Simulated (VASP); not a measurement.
A run of VASP 6.6.1 is set up as follows.

File INCAR:

```
SYSTEM = B6P7
PREC = Accurate ; ENCUT = 520
EDIFF = 1E-6 ; ISMEAR = -1
SIGMA = 0.05 ; LREAL = Auto
LASPH = .True. ; NELM = 60
ALGO = Normal ; ISIF = 2
LWAVE = .False. ; LCHARG = .False.
GGA = PE ; ISYM = 0
NBANDS = 72
```

File KPOINTS:

```
Automatic mesh
0
Gamma
  1 1 1
  0.25 0.25 0.25
```

The input POSCAR:

```
B6P7
1.0
    7.0133910000      0.4643600000      0.0424130000
    0.4643600000      7.2659330000      0.0942560000
    0.0424130000      0.0942560000      7.1824730000
P B
14 12
Direct
    1.0030535620      0.1015636657      0.2019209128
    0.8903923556      0.4190342717      0.1800040591
    0.5936674647      0.2234758505      0.6631622342
    0.1442082766      0.1468540596     -0.0729535888
    0.7412599624      0.4250790489      0.8824969743
    0.4503306222      0.8367083826      0.6035734965
    0.3261997300      0.8886505439      0.2856431545
    0.1216870297      0.6832252268      0.3843117560
    0.7916892255      0.9764215019      0.7354542787
    0.3127225540      0.3630394808      0.0380411940
    0.3040043148      0.2775099709      0.5095452896
    0.2012424213      0.6122146361      0.8947074082
    0.6041710993      0.4890505903      0.3459863112
    0.8139368063      0.8115658377      0.4638251405
    0.5732784373      0.8633405766      0.8409293724
    0.5219469127      0.7012173684      0.1902936108
    0.5287792305      0.6340193213      0.8335720526
    0.5549525796      0.2499090882      0.9315961738
    0.6057022853      0.8816253006      0.0934977235
    0.4587845817      0.2917026515      0.2687454369
    0.0641104645      0.5950313152      0.1337208802
    0.7877246580      0.9574963056      0.2222900751
    0.5633447698      0.0961633357      0.1526997577
    0.4316096860      0.0337224204      0.9663350768
    0.2384632839      0.5274826003      0.5907842127
    0.4688993944      0.5584135603      0.6028407961
```

Potentials or basis: VASP PAW PBE potentials, release 64 (P, B).

The run is started by

```console
$ cat potpaw_PBE.64/P/POTCAR potpaw_PBE.64/B/POTCAR > POTCAR
$ mpirun -np 1 vasp_std > vasp.out
```

(1) Estimate the pressure.

(2) What does it give for the largest force?

(3) Predict the band gap on the k mesh.

Answers

(1) -0.2 GPa.

(2) 1.950 eV/Å.

(3) 0.69 eV.

Caveat: the k points lie up to 0.90 Å⁻¹ apart.
